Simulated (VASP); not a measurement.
CoO, 2 atoms in the cell. Symmetry: Pm-3m, No. 221, cubic system. Conventional cell: a = 2.661 Å, b = 2.661 Å, c = 2.661 Å, α = 90.00°, β = 90.00°, γ = 90.00°. Within 3.0 Å of Co (site symmetry m-3m) lie 8 O at 2.30 Å and 6 Co at 2.66 Å. Within 3.0 Å of O (site symmetry m-3m) lie 8 Co at 2.30 Å and 6 O at 2.66 Å. 

* Program: VASP 6.6.1
* Task: single point
* Functional: PBE
* Potentials or basis: VASP PAW PBE potentials, release 64 (Co, O)
* Cutoff: 520 eV
* k mesh: 10 × 10 × 10
* Occupations: gaussian, width 0.02 eV
* Spin: collinear spin, ferromagnetic start
* Starting moments: [4.5, 0.0] μB
* Hubbard terms: Co d U = 3.32 eV
* Dipole correction: no
* Further INCAR settings: ALGO = Normal; EDIFF = 1e-07; NBANDS = 18

Potentials or basis: VASP PAW PBE potentials, release 64 (Co, O).

Run with:

```console
$ cat potpaw_PBE.64/Co/POTCAR potpaw_PBE.64/O/POTCAR > POTCAR
$ mpirun -np 1 vasp_std > vasp.out
```

Hardware: 1 thread of Intel Xeon 8259CL, on a shared host.

**Question.** Estimate the wall time of this run.

**Answer.** It took 62 s on 1 thread of Intel Xeon 8259CL (shared host), peak memory 0.15 GiB. Counts: scf iterations 18, k points 56.
